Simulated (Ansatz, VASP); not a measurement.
## Two plane-wave programs on GaSb

The input INCAR:

```
PREC = Accurate ; ENCUT = 520
EDIFF = 1E-6 ; ISMEAR = 0
SIGMA = 0.15 ; LREAL = False
LASPH = True ; NELM = 60
ALGO = Normal ; ISIF = 2
LWAVE = False ; LCHARG = True
GGA = CA ; LELF = True
LVHAR = True ; NBANDS = 16
```

KPOINTS

```
regular mesh
0
Gamma
  18 18 18
```

The input POSCAR:

```
GaSb
1.0
   -1.4646749530      2.4564117885      2.7491458060
    1.4646749530     -2.4564117885      2.7491458060
    1.4646749530      2.4564117885     -2.7491458060
Ga Sb
1 1
Direct
    0.0000000000      0.0000000000      0.0000000000
    0.5000000000      0.5000000000      0.0000000000
```

Input for Ansatz:

```yaml
crystal:
  lattice:
    - [-1.464674953, 2.4564117885, 2.749145806]
    - [1.464674953, -2.4564117885, 2.749145806]
    - [1.464674953, 2.4564117885, -2.749145806]
  atoms:
    - { symbol: Ga, position: [0.0, 0.0, 0.0] }
    - { symbol: Sb, position: [0.5, 0.5, 0.0] }
basis:
  ecutwfc: 420
kpoints:
  mp_grid: { grid: [18, 18, 18] }
hamiltonian:
  xc: lda
  pseudopotentials: { kind: paw, azcp: { folder: soft_1 } }
scf:
  occupations: { method: gaussian, width: 0.15 }
output:
  forces: true
  stress: true
  eigenvalues: true
```

Change from the starting cell: volume 19.782 Å^3 an atom, stretch along a over the lengths across it, relative to the relaxed cell 0.9480.

Alike in both runs: task single point; functional LDA; k mesh 18 × 18 × 18; occupations gaussian, width 0.15 eV; no spin polarisation.

|  | VASP | Ansatz |
| --- | --- | --- |
| version | VASP 6.6.1 | Ansatz 0.2.0 |
| potentials or method | VASP PAW LDA potentials, release 64 (Ga_d, Sb), cutoff 520 eV | scalar-relativistic, plane waves, PAW |
| valence electrons in the cell | 18 | 28 |

```tsv
	VASP	Ansatz	Ansatz less VASP
gap on the k mesh at the Fermi level (eV)	none	none	-
pressure (GPa)	10.2	9.9	-0.30
traceless stress, the component that is largest in VASP (GPa)	-4.26	-4.17	+0.092
```

Ansatz warns that its potentials were made for another functional, while VASP's fit it. LDA's correlation is that of Perdew and Zunger in VASP and of Perdew and Wang (1992) in Ansatz. A gap of «none» marks a metal or a gap that the smearing closes. VASP's potentials hold 18 valence electrons a cell and Ansatz's 28, so a difference there can come from the potentials and not from the codes.

Neither program's run includes spin-orbit coupling.
